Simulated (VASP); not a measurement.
Runs of VASP 6.6.1 on GdO. The structure is that of space group F-43m (No. 216), or close to it. The cells are those of the table. 

```tsv
level	cell	gap on the mesh (eV)	pressure (GPa)	moment (μB)
PBE+D3(BJ)+U	a = 3.736 Å, angles 60.0°, 2 atoms	none	(b)	7.94
PBE+D4+U	a = 3.789 Å, angles 60.0°, 2 atoms	none	0.0	7.94
PBEsol+U	a = 3.743 Å, angles 60.0°, 2 atoms	none	2.4	7.94
PBE+D4+U	a = 3.763 Å, angles 60.0°, 2 atoms	none	(a)	7.94
PBEsol+U	a = 3.784 Å, angles 60.0°, 2 atoms	none	-1.2	7.94
```

Alike in all rows: task single point; potentials or basis VASP PAW PBE potentials, release 64 (Gd, O); spin collinear, ferromagnetic start; Gd f U = 6.0 eV; k mesh 8 × 8 × 8; cutoff (eV) 520; smearing gaussian 0.05 eV.

Task: Estimate the missing entries.

Result: (a) 2.3; (b) 4.7.

Caveats: spin-orbit coupling is left out, which moves the levels of the heavy elements; a cell with one magnetic atom can't hold antiferromagnetic order, which such compounds often take; the PAW data sets were made with another functional, which shifts forces and pressure a little (at least some runs); the cell stands under pressure (at least some runs).

A k mesh can miss the band edges, and the runs leave out spin-orbit coupling on Gd.

A gap of «none» marks levels without a gap at the run's occupations.
